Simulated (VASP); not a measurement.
Runs of VASP 6.6.1 on Al3Ni5. The structure is that of space group Cmmm (No. 65), or close to it. The cells are those of the table. 

```tsv
cell	further INCAR settings	gap on the mesh (eV)	pressure (GPa)	largest force (eV/Å)
a = 5.073, b = 5.073, c = 3.720 Å, angles 90.0, 90.0, 99.0°, 8 atoms	ALGO = Fast; EDIFF = 1e-06; NBANDS = 40	none	(a)	0.09
a = 4.865, b = 4.865, c = 3.720 Å, angles 90.0, 90.0, 94.8°, 8 atoms	ALGO = Fast; EDIFF = 1e-06; NBANDS = 40	none	6.3	0.05
a = 4.906, b = 4.906, c = 3.720 Å, angles 90.0, 90.0, 95.7°, 8 atoms	ALGO = Fast; EDIFF = 1e-07; NBANDS = 40	none	3.1	0.02
a = 4.989, b = 4.989, c = 3.720 Å, angles 90.0, 90.0, 97.4°, 8 atoms	ALGO = Fast; EDIFF = 1e-07; NBANDS = 40	none	(b)	0.03
a = 5.031, b = 5.031, c = 3.720 Å, angles 90.0, 90.0, 98.2°, 8 atoms	ALGO = Fast; EDIFF = 1e-07; NBANDS = 40	none	-4.8	0.06
a = 5.094, b = 5.094, c = 3.720 Å, angles 90.0, 90.0, 99.4°, 8 atoms	ALGO = Fast; EDIFF = 1e-06; NBANDS = 40	none	-8.0	0.11
```

Alike in all rows: task single point; level PBEsol; potentials or basis VASP PAW PBE potentials, release 64 (Al, Ni); no spin polarisation; k mesh 8 × 8 × 10; cutoff (eV) 520; smearing gaussian 0.15 eV.

**Question.** Fill in the values left out.

**Answer.** (a) -7.0; (b) -2.4.

Caveats: the PAW data sets were made with another functional, which shifts forces and pressure a little; the cell stands under tension (at least some runs); the cell stands under pressure (at least some runs).

A gap of «none» marks levels without a gap at the run's occupations.
